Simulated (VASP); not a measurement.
A run of VASP 6.6.1:

File INCAR:

```
SYSTEM = HfB
ALGO = Normal
EDIFF = 1E-7
ENCUT = 520
GGA = PS
ISIF = 2
ISMEAR = -1
LASPH = .TRUE.
LCHARG = .FALSE.
LREAL = .FALSE.
LWAVE = .FALSE.
NBANDS = 14
NELM = 60
PREC = Accurate
SIGMA = 0.05
```

File KPOINTS:

```
k-points
0
G
  10 10 10
  0 0 0
```

The input POSCAR:

```
HfB
1.0
    0.0000000000      2.3722918841      2.3722918841
    2.3722918841      0.0000000000      2.3722918841
    2.3722918841      2.3722918841      0.0000000000
Hf B
1 1
Direct
    0.5000000000      0.5000000000      0.5000000000
    0.0000000000      0.0000000000      0.0000000000
```

Potentials or basis: VASP PAW PBE potentials, release 64 (Hf_pv, B).

Launch:

```sh
$ cat potpaw_PBE.64/Hf_pv/POTCAR potpaw_PBE.64/B/POTCAR > POTCAR
$ mpirun -np 1 vasp_std > vasp.out
```

Hardware: 1 thread of Intel(R) Xeon(R) Platinum 8259CL CPU @ 2.50GHz (Skylake/Cascade Lake) (shared host).

Q: Estimate the wall time of this run.

A: Run time: 19 s on 1 thread of Intel(R) Xeon(R) Platinum 8259CL CPU @ 2.50GHz (Skylake/Cascade Lake) (shared host), peak memory 0.16 GiB. Counts: scf iterations 13, k points 47.
